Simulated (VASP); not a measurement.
A run of VASP 6.6.1:

Contents of INCAR:

```
ALGO = Normal ; EDIFF = 1E-6
ENCUT = 520 ; GGA = PS
ISIF = 2 ; ISMEAR = -1
LASPH = T ; LCHARG = F
LREAL = F ; LWAVE = F
NBANDS = 84 ; NELM = 80
PREC = Accurate ; SIGMA = 0.002
```

Contents of KPOINTS:

```
k-points
0
Gamma
  2 2 2
```

Contents of POSCAR:

```
Zn12H
1.0
    5.3200000000      0.0000000000      0.0000000000
   -3.9900000000      6.9108830000      0.0000000000
    0.0000000000      0.0000000000      4.9369600000
Zn H
12 1
Direct
    0.0184557273      0.0142818219     -0.1193041872
    0.1730434655      0.2067897836      0.4442004796
    0.0038779119      0.3920627798      0.0466076290
    0.1732277656      0.5428249907      0.4911321947
   -0.0142750853      0.7096632948      0.0431034483
    0.1031286311      0.8514396785      0.4998217527
    0.5280536540     -0.0093620453      0.0353861486
    0.7162188522      0.2226777678      0.5727613754
    0.4988534303      0.3466416665     -0.0361153422
    0.6631419715      0.5198033305      0.4500542844
    0.5068143394      0.6652261368      0.0269599106
    0.6304542013      0.8654176319      0.5376790576
    0.4421663212      0.0344673756      0.3855611550
```

Potentials or basis: VASP PAW PBE potentials, release 64 (Zn, H).

Command:

```sh
$ cat potpaw_PBE.64/Zn/POTCAR potpaw_PBE.64/H/POTCAR > POTCAR
$ mpirun -np 1 vasp_std > vasp.out
```

Hardware: 1 thread of Intel(R) Xeon(R) 6975P-C (Granite Rapids), with other jobs on the host.

Estimate the wall time of this run.

Run time: 69 s on 1 thread of Intel(R) Xeon(R) 6975P-C (Granite Rapids) (shared host), peak memory 0.33 GiB. Counts: scf iterations 16, k points 8.
